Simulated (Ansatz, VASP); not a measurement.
# BN: VASP beside Ansatz

The input POSCAR:

```
BN
1.0
    2.4635976777      0.0000000000      0.0000000000
   -1.2317988389      2.1335381736      0.0000000000
    0.0000000000      0.0000000000      6.8814296245
B N
2 2
Direct
    0.3333333333      0.6666666667      0.2500000000
    0.6666666667      0.3333333333      0.7500000000
    0.3333333333      0.6666666667      0.7500000000
    0.6666666667      0.3333333333      0.2500000000
```

INCAR.step1

```
PREC = Accurate
ENCUT = 520
ISMEAR = 0
SIGMA = 0.05
LREAL = F
LASPH = T
NELM = 100
NBANDS = 16
GGA = PE
ALGO = Normal
EDIFF = 1E-4
LWAVE = T
LCHARG = F
```

File INCAR.step2:

```
PREC = Accurate
ENCUT = 520
EDIFF = 1E-7
ISMEAR = 0
SIGMA = 0.05
LREAL = F
LASPH = T
NELM = 100
ALGO = Normal
ISIF = 2
LWAVE = F
LCHARG = T
METAGGA = R2SCAN
LMIXTAU = T
LELF = T
LVHAR = T
NBANDS = 16
ISTART = 1
```

The input KPOINTS:

```
regular mesh
0
Gamma
  12 12 4
```

Input for Ansatz:

```yaml
crystal:
  lattice:
    - [2.4635976777, 0.0, 0.0]
    - [-1.2317988389, 2.1335381736, 0.0]
    - [0.0, 0.0, 6.8814296245]
  atoms:
    - { symbol: B, position: [0.3333333333, 0.6666666667, 0.25] }
    - { symbol: B, position: [0.6666666667, 0.3333333333, 0.75] }
    - { symbol: "N", position: [0.3333333333, 0.6666666667, 0.75] }
    - { symbol: "N", position: [0.6666666667, 0.3333333333, 0.25] }
basis:
  ecutwfc: 500
kpoints:
  mp_grid: { grid: [12, 12, 4] }
hamiltonian:
  xc: r2scan
scf:
  occupations: { method: gaussian, width: 0.05 }
output:
  forces: true
  stress: true
  eigenvalues: true
  write_density: true
  write_potential: true
  elf: true
  volumetric_format: npy
```

Alike in both runs: task single point; functional r2SCAN; k mesh 12 × 12 × 4; occupations gaussian, width 0.05 eV; no spin polarisation.

```csv
,VASP,Ansatz
version,VASP 6.6.1,Ansatz 0.2.0
potentials or method,"VASP PAW PBE potentials, release 64 (B, N), cutoff 520 eV","scalar-relativistic, plane waves, PAW"
valence electrons in the cell,16,16
```

```csv
,VASP,Ansatz,Ansatz less VASP
gap on the k mesh at the Fermi level (eV),5.01,4.97,-0.042
least direct gap on the mesh (eV),5.50,5.43,-0.066
pressure (GPa),11.9,11.5,-0.40
"traceless stress, the component that is largest in VASP (GPa)",-12.15,-11.44,+0.704
```

VASP's potentials were made for PBE, not for r2SCAN. With one functional, cell and mesh, what is left measures potentials, basis and numerics.
